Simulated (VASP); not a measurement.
Ba2C, 6 atoms in the cell. The typed cell holds 6 atoms: a = 7.563 Å, b = 7.563 Å, c = 3.957 Å, α = 90.00°, β = 90.00°, γ = 120.00°. 

| Property | Result |
| --- | --- |
| Program | VASP 6.6.1 |
| Task | single point |
| Functional | PBE |
| Potentials or basis | VASP PAW PBE potentials, release 64 (Ba_sv, C) |
| Cutoff | 520 eV |
| k mesh | 3 × 3 × 4 |
| Occupations | gaussian, width 0.1 eV |
| Spin | no spin polarisation |
| Dipole correction | no |
| Further INCAR settings | ALGO = Normal; EDIFF = 1e-07; NBANDS = 33 |

Potentials or basis: VASP PAW PBE potentials, release 64 (Ba_sv, C).

Run with:

```bash
$ cat potpaw_PBE.64/Ba_sv/POTCAR potpaw_PBE.64/C/POTCAR > POTCAR
$ mpirun -np 1 vasp_std > vasp.out
```

Hardware: 1 thread of Oxide Virtual Turin-like Processor, on a shared host.

**Question.** How long does it take, and how much memory?

**Answer.** Run time: 120 s on 1 thread of Oxide Virtual Turin-like Processor, with other jobs on the host, peak memory 0.27 GiB. Counts: scf iterations 19, k points 10.
